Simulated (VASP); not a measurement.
# In (I4/mmm) in VASP: single point with r2SCAN

Aim: the single point of In with r2SCAN.

All numbers are computed with VASP 6.6.1; they aren't measurements. Logs are shortened: lines on timing, memory, paths and dates and some standing lists are left out, and cuts for length are marked.

## 1. The cell of the first run

The structure is tetragonal, space group I4/mmm (No. 139). The conventional cell has a = 3.344 Å, b = 3.344 Å, c = 4.680 Å, α = 90.00°, β = 90.00°, γ = 90.00°. Within 4.4 Å of In (site symmetry 4/mmm) lie 12 In at 3.33 to 3.34 Å.

## 2. Single point, r2SCAN

Contents of POSCAR:

```
In
1.0
   -1.6719809607      1.6719809607      2.3401811111
    1.6719809607     -1.6719809607      2.3401811111
    1.6719809607      1.6719809607     -2.3401811111
In
1
Direct
    0.0000000000      0.0000000000      0.0000000000
```

Contents of INCAR.step1:

```
SYSTEM = In
PREC = Accurate
ENCUT = 520
ISMEAR = 0
SIGMA = 0.15
LREAL = .False.
LASPH = .True.
NELM = 80
NBANDS = 12
GGA = PE
ALGO = Normal
EDIFF = 1E-4
LWAVE = .True.
LCHARG = .False.
```

Contents of INCAR.step2:

```
SYSTEM = In
PREC = Accurate
ENCUT = 520
EDIFF = 1E-6
ISMEAR = 0
SIGMA = 0.15
LREAL = .False.
LASPH = .True.
NELM = 80
ALGO = Normal
ISIF = 2
LWAVE = .False.
LCHARG = .False.
METAGGA = R2SCAN
LMIXTAU = .True.
NBANDS = 12
ISTART = 1
```

Contents of KPOINTS:

```
regular mesh
0
Gamma
  22 22 22
  0 0 0
```

Potentials or basis: VASP PAW PBE potentials, release 64 (In_d).

On the command line:

```bash
cat potpaw_PBE.64/In_d/POTCAR > POTCAR
cp INCAR.step1 INCAR
mpirun -np 1 vasp_std > vasp.out
cp INCAR.step2 INCAR
mpirun -np 1 vasp_std > vasp.out
```

OUTCAR:

```text
SYSTEM = In
   PREC = Accurate
   ENCUT = 520
   EDIFF = 1E-6
   ISMEAR = 0
   LREAL = .False.
   LASPH = .True.
   NELM = 80
   ISIF = 2
   METAGGA = R2SCAN
   ISTART = 1

 ion  position               nearest neighbor table
   1  0.000  0.000  0.000-

  LATTYP: Found a body centered tetragonal cell.
 ALAT       =     3.3439619214
 C/A-ratio  =     1.3996457891

  Lattice vectors:

 A1 = (  -1.6719809607,   1.6719809607,   2.3401811111)
 A2 = (   1.6719809607,  -1.6719809607,   2.3401811111)
 A3 = (   1.6719809607,   1.6719809607,  -2.3401811111)

Analysis of symmetry for initial positions (statically):
=====================================================================
 Subroutine PRICEL returns:
 Original cell was already a primitive cell.

 Routine SETGRP: Setting up the symmetry group for a
 body centered tetragonal supercell.

 Subroutine GETGRP returns: Found 16 space group operations
 (whereof 16 operations were pure point group operations)
 out of a pool of 16 trial point group operations.

The static configuration has the point symmetry D_4h.

Analysis of symmetry for dynamics (positions and initial velocities):
=====================================================================
 Subroutine PRICEL returns:
 Original cell was already a primitive cell.

 Routine SETGRP: Setting up the symmetry group for a
 body centered tetragonal supercell.

 Subroutine GETGRP returns: Found 16 space group operations
 (whereof 16 operations were pure point group operations)
 out of a pool of 16 trial point group operations.

The dynamic configuration has the point symmetry D_4h.

 Subroutine INISYM returns: Found 16 space group operations
 (whereof 16 operations are pure point group operations),
 and found     1 'primitive' translations

----------------------------------------------------------------------------------------

                                     Primitive cell

  volume of cell :      26.1681

  direct lattice vectors                    reciprocal lattice vectors
    -1.671980961  1.671980961  2.340181111     0.000000000  0.299046467  0.213658677
     1.671980961 -1.671980961  2.340181111     0.299046467  0.000000000  0.213658677
     1.671980961  1.671980961 -2.340181111     0.299046467  0.299046467  0.000000000

  length of vectors
     3.326783476  3.326783476  3.326783476     0.367530706  0.367530706  0.422915570

  position of ions in fractional coordinates (direct lattice)
     0.000000000  0.000000000  0.000000000

  ion indices of the primitive-cell ions
   primitive index   ion index
                 1           1

----------------------------------------------------------------------------------------

 KPOINTS: regular mesh

Automatic generation of k-mesh.
 Grid dimensions read from file:
 generate k-points for:   22   22   22

 Generating k-lattice:

  Cartesian coordinates                     Fractional coordinates (reciprocal lattice)
     0.000000000  0.013593021  0.009711758     0.045454545  0.000000000  0.000000000
     0.013593021  0.000000000  0.009711758     0.000000000  0.045454545  0.000000000
     0.013593021  0.013593021  0.000000000     0.000000000  0.000000000  0.045454545

  Length of vectors
     0.016705941  0.016705941  0.019223435

  Shift w.r.t. Gamma in fractional coordinates (k-lattice)
     0.000000000  0.000000000  0.000000000

 Subroutine IBZKPT returns following result:
 ===========================================

 Found    834 irreducible k-points:

 Following reciprocal coordinates:
            Coordinates               Weight
  0.000000  0.000000  0.000000      1.000000
  0.045455  0.000000  0.000000      8.000000
  0.090909  0.000000  0.000000      8.000000
  0.136364  0.000000 -0.000000      8.000000
  0.181818  0.000000  0.000000      8.000000
  0.227273  0.000000  0.000000      8.000000
[... 16 lines left out ...]
  0.500000  0.045455 -0.000000     16.000000
 -0.454545  0.045455  0.000000     16.000000
 [... further k-points ...]
   k-points           NKPTS =    834   k-points in BZ     NKDIM =    834   number of bands    NBANDS=     12
   number of dos      NEDOS =    301   number of ions     NIONS =      1
   total plane-waves  NPLWV =  21952
   dimension x,y,z NGX =    28 NGY =   28 NGZ =   28
   dimension x,y,z NGXF=    56 NGYF=   56 NGZF=   56
   ions per type =               1
   NGX,Y,Z   is equivalent  to a cutoff of  13.99, 13.99, 13.99 a.u.
   NGXF,Y,Z  is equivalent  to a cutoff of  27.98, 27.98, 27.98 a.u.
 SYSTEM =  In
   PREC   = accura    normal or accurate (medium, high low for compatibility)
   ISTART =      1    job   : 0-new  1-cont  2-samecut
   ICHARG =      0    charge: 1-file 2-atom 10-const
   ISPIN  =      1    spin polarized calculation?
   LNONCOLLINEAR =      F non collinear calculations
   LSORBIT =      F    spin-orbit coupling
   LASPH  =      T    aspherical Exc in radial PAW
   ENCUT  =  520.0 eV  38.22 Ry    6.18 a.u.   6.19  6.19  6.19*2*pi/ulx,y,z
   NELM   =     80;   NELMIN=  2; NELMDL=  0     # of ELM steps
   EDIFF  = 0.1E-05   stopping-criterion for ELM
   LREAL  =      F    real-space projection
   EDIFFG = 0.1E-04   stopping-criterion for IOM
   NSW    =      0    number of steps for IOM
   IBRION =     -1    ionic relax: 0-MD 1-quasi-New 2-CG
   NFREE  =      0    steps in history (QN), initial steepest desc. (CG)
   ISIF   =      2    stress and relaxation
   ISYM   =      2    0-nonsym 1-usesym 2-fastsym
   POTIM  = 0.5000    time-step for ionic-motion
   TEBEG  =    0.0;   TEEND  =   0.0 temperature during run
   PSTRESS=    0.0 pullay stress
   NELECT =      13.0000    total number of electrons
   NUPDOWN=      -1.0000    fix difference up-down
   EMIN   =  10.00;   EMAX   =-10.00  energy-range for DOS
   EFERMI =   0.00;   METHOD = LEGACY
   ISMEAR =     0;   SIGMA  =   0.15  broadening in eV -4-tet -1-fermi 0-gaus
   EFERMI_NEDOS =   21; number of points for ismear=-14 and -15
   IALGO  =     38    algorithm
   IMIX   =      4    mixing-type and parameters
     AMIX     =   0.40;   BMIX     =  1.00
     AMIX_MAG =   1.60;   BMIX_MAG =  1.00
  volume/ion in A,a.u.               =      26.17       176.59
  Fermi-wavevector in a.u.,A,eV,Ry     =   1.296578  2.450177 22.872944  1.681114
  Thomas-Fermi vector in A             =   2.428025
   LORBIT       =      0    0 simple, 1 ext, 2 COOP (PROOUT), +10 PAW based schemes
   METAGGA = R2SCAN    functional components
   LHFCALC =     F    Hartree Fock is set to
   AEXX    =    0.0000 exact exchange contribution
   IVDW    =     0    specifies the selected vdW correction
   LEPSILON=     F    determine dielectric tensor
   LRPA    =     F    only Hartree local field effects (RPA)
 non-spin polarized calculation
 Gauss-broadening in eV      SIGMA  =   0.15
  energy-cutoff  :      520.00
  volume of cell :       26.17
 maximum number of plane-waves:       725
 NGX is ok and might be reduce to    28
   NGX = 13   NGY = 13   NGZ = 13

 number of electron      13.0000004 magnetization

 Free energy of the ion-electron system (eV)
  ---------------------------------------------------
  ext. energy  EPLUGINS =         0.00000000
  ---------------------------------------------------
  free energy    TOTEN  =       -22.57370937 eV

  energy without entropy =      -22.56818419  energy(sigma->0) =      -22.57094678

 E-fermi :   7.5180     XC(G=0): -11.0770

 val. band max:        7.5170010677   @ k =   0.3182   0.1364   0.0000
 cond. band min:       7.5182709228   @ k =  -0.2727   0.4545   0.0455
 fundamental gap:      0.0012698551
 Fermi energy:         7.5180463942

 k-point     1 :       0.0000    0.0000    0.0000
  band No.  band energies     occupation
      1      -7.7508      2.00000
      2      -7.7508      2.00000
      3      -7.7360      2.00000
      4      -7.5735      2.00000
      5      -7.5584      2.00000
      6      -2.5539      2.00000
      7      18.6657      0.00000
      8      18.7008      0.00000
      9      18.7009      0.00000
     10      19.6111      0.00000
     11      22.0526      0.00000
     12      22.0627      0.00000

 k-point     2 :       0.0455    0.0000    0.0000
  band No.  band energies     occupation
      1      -7.7501      2.00000
      2      -7.7468      2.00000
      3      -7.7335      2.00000
      4      -7.5739      2.00000
      5      -7.5591      2.00000
      6      -2.5063      2.00000
      7      17.9831      0.00000
      8      18.5833      0.00000
      9      18.5967      0.00000
     10      19.4802      0.00000
     11      22.2187      0.00000
     12      22.2322      0.00000

 k-point     3 :       0.0909    0.0000    0.0000
  band No.  band energies     occupation
      1      -7.7504      2.00000
      2      -7.7361      2.00000
      3      -7.7248      2.00000
      4      -7.5743      2.00000
      5      -7.5603      2.00000
      6      -2.3630      2.00000
      7      16.4919      0.00000
      8      18.3338      0.00000
      9      18.3426      0.00000
     10      19.4125      0.00000
     11      22.6621      0.00000
     12      22.6652      0.00000
[... 286 lines left out ...]
 k-point    23 :       0.5000    0.0455   -0.0000
  band No.  band energies     occupation
      1      -7.8185      2.00000
      2      -7.7434      2.00000
      3      -7.7250      2.00000
      4      -7.4095      2.00000
      5      -7.4009      2.00000
      6       2.9099      2.00000
      7       4.0801      2.00000
      8      15.8712      0.00000
      9      16.2259      0.00000
     10      18.6673      0.00000
     11      20.8850      0.00000
     12      21.2501      0.00000

 k-point    24 :      -0.4545    0.0455    0.0000
  band No.  band energies     occupation
      1      -7.8154      2.00000
      2      -7.7407      2.00000
      3      -7.7212      2.00000
      4      -7.4230      2.00000
      5      -7.4056      2.00000
      6       2.0461      2.00000
      7       5.1015      2.00000
      8      16.0270      0.00000
      9      16.1841      0.00000
     10      18.6501      0.00000
     11      21.0977      0.00000
     12      21.2077      0.00000

 [... further k-points ...]

------------------------ aborting loop because EDIFF is reached ----------------------------------------

  FORCE on cell =-STRESS in cart. coord.  units (eV):
  Direction    XX          YY          ZZ          XY          YZ          ZX
  --------------------------------------------------------------------------------------
  -------------------------------------------------------------------------------------
  Total        0.0503869      0.0503869      0.0062492      0.0000000      0.0000000     -0.0000000
  in kB        3.0850089      3.0850089      0.3826180      0.0000000      0.0000000     -0.0000000
  external PRESSURE =       2.1842120 kB  Pullay stress =       0.0000000 kB

 VOLUME and BASIS-vectors are now :
 -----------------------------------------------------------------------------
  energy-cutoff  :      520.00
  volume of cell :       26.17
      direct lattice vectors                 reciprocal lattice vectors
    -1.671980961  1.671980961  2.340181111     0.000000000  0.299046467  0.213658677
     1.671980961 -1.671980961  2.340181111     0.299046467  0.000000000  0.213658677
     1.671980961  1.671980961 -2.340181111     0.299046467  0.299046467  0.000000000

 POSITION                                       TOTAL-FORCE (eV/Angst)
 -----------------------------------------------------------------------------------
      0.00000      0.00000      0.00000         0.000000      0.000000     -0.000000
 -----------------------------------------------------------------------------------
    total drift:                                0.000000      0.000000      0.000000

  FREE ENERGIE OF THE ION-ELECTRON SYSTEM (eV)
  ---------------------------------------------------
  free  energy   TOTEN  =       -22.5737093651 eV

  energy  without entropy=      -22.5681841947  energy(sigma->0) =      -22.57094678
```

It took 17 min on 1 thread of Oxide Virtual Turin-like, shared host; peak memory 0.34 GiB.

What came out:

```
Free energy : -22.5737 eV
Pressure    : 0.2 GPa
```

Caveat: the PAW data sets were made with another functional, which shifts forces and pressure a little; spin-orbit coupling is left out, which moves the levels of the heavy elements.
